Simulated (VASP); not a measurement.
## BaTiO3: single point with r2SCAN+U

Crystal: BaTiO3.

```xyz
10
Lattice="7.9807 -0.0099 -0.0099 0.0053 3.9905 -0.0050 0.0053 0.0053 3.9905" Properties=species:S:1:pos:R:3 pbc="T T T"
Ba    0.0169    0.0169    0.0169
Ba    4.0072    0.0119    0.0119
Ti    2.0171    2.0122    2.0070
Ti    6.0074    2.0072    2.0020
O     2.0150    2.0098    0.0122
O     6.0054    2.0049    0.0073
O     0.0228    2.0150    2.0098
O     4.0131    2.0100    2.0048
O     2.0150    0.0174    2.0098
O     6.0054    0.0124    2.0049
```

```
Program             : VASP 6.6.1
Task                : single point
Functional          : r2SCAN
Potentials or basis : VASP PAW PBE potentials, release 64 (Ba_sv, Ti_sv, O)
Cutoff              : 660 eV
k mesh              : 3 × 5 × 5
Occupations         : fermi-dirac, width 0.1 eV
Spin                : no spin polarisation
Hubbard terms       : Ti d U = 1.04 eV, O p U = 6.9 eV
```

* Pressure: 0.5 GPa
* Largest force: 0.013 eV/Å
* Band gap on the k mesh: 2.50 eV

Forces on the atoms (eV/Å):
```
Ba   0.004 -0.003 -0.003
Ba   0.004 -0.003 -0.003
Ti  -0.009  0.006  0.006
Ti  -0.009  0.006  0.006
O    0.004 -0.003  0.003
O    0.004 -0.003  0.003
O   -0.003 -0.003 -0.003
O   -0.003 -0.003 -0.003
O    0.004  0.003 -0.003
O    0.004  0.003 -0.003
```

Levels at points of the mesh, in eV from the valence-band top:
```tsv
k point	band 38	band 39	band 40	band 41	band 42	band 43
(0.00, 0.00, 0.00)	-0.07	-0.07	-0.07	2.50	2.50	2.50
```

Eigenvalues of the final occupation matrices:
| site | spin | trace | eigenvalues |
| --- | --- | --- | --- |
| site 3 d | 1 | 0.80 | 0.11 0.11 0.11 0.24 0.24 |
| site 3 d | 2 | 0.80 | 0.11 0.11 0.11 0.24 0.24 |
| site 4 d | 1 | 0.80 | 0.11 0.11 0.11 0.24 0.24 |
| site 4 d | 2 | 0.80 | 0.11 0.11 0.11 0.24 0.24 |

Wall time 8.5 min on 1 thread of Intel(R) Xeon(R) 6975P-C (Granite Rapids), on a shared host, peak memory 0.43 GiB.

Caveat: the PAW data sets were made with another functional, which shifts forces and pressure a little; spin-orbit coupling is left out, which moves the levels of the heavy elements; an odd mesh through Γ misses points on the zone boundary, where band edges can lie.
